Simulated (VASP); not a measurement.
Here is a VASP 6.6.1 calculation.

The input INCAR:

```
SYSTEM = AsAu3
  PREC = Accurate
  ENCUT = 600
  EDIFF = 1E-6
  ISMEAR = -1
  SIGMA = 0.03
  LREAL = .FALSE.
  LASPH = .TRUE.
  NELM = 100
  ALGO = Normal
  ISIF = 3
  LWAVE = .FALSE.
  LCHARG = .FALSE.
  GGA = PE
  IBRION = 2
  NSW = 100
  EDIFFG = -0.005
```

Contents of KPOINTS:

```
regular mesh
0
G
  9 9 9
  0 0 0
```

File POSCAR:

```
AsAu3
1.0
    0.0000000000      3.2003568735      3.2003568735
    3.2003568735      0.0000000000      3.2003568735
    3.2003568735      3.2003568735      0.0000000000
As Au
1 3
Direct
    0.0000000000      0.0000000000      0.0000000000
    0.5000000000      0.5000000000      0.5000000000
    0.2500000000      0.2500000000      0.2500000000
    0.7500000000      0.7500000000      0.7500000000
```

Potentials or basis: VASP PAW PBE potentials, release 64 (As, Au).

Run with:

```console
$ cat potpaw_PBE.64/As/POTCAR potpaw_PBE.64/Au/POTCAR > POTCAR
$ mpirun -np 1 vasp_std > vasp.out
```

(1) Estimate the band gap on the k mesh.

(2) Estimate the relaxed volume.

(3) Estimate the space group after relaxing (to 0.05 Å).

(4) Predict the relaxed cell.

Results:

(1) zero (band 19 reaches 8.66 eV, above the bottom of band 20 at 7.59 eV).

(2) 18.51 Å³/atom.

(3) Fm-3m (No. 225).

(4) a = 4.714 Å, b = 4.714 Å, c = 4.714 Å, α = 60.00°, β = 60.00°, γ = 60.00°.

Caveat: spin-orbit coupling is left out, which moves the levels of the heavy elements.
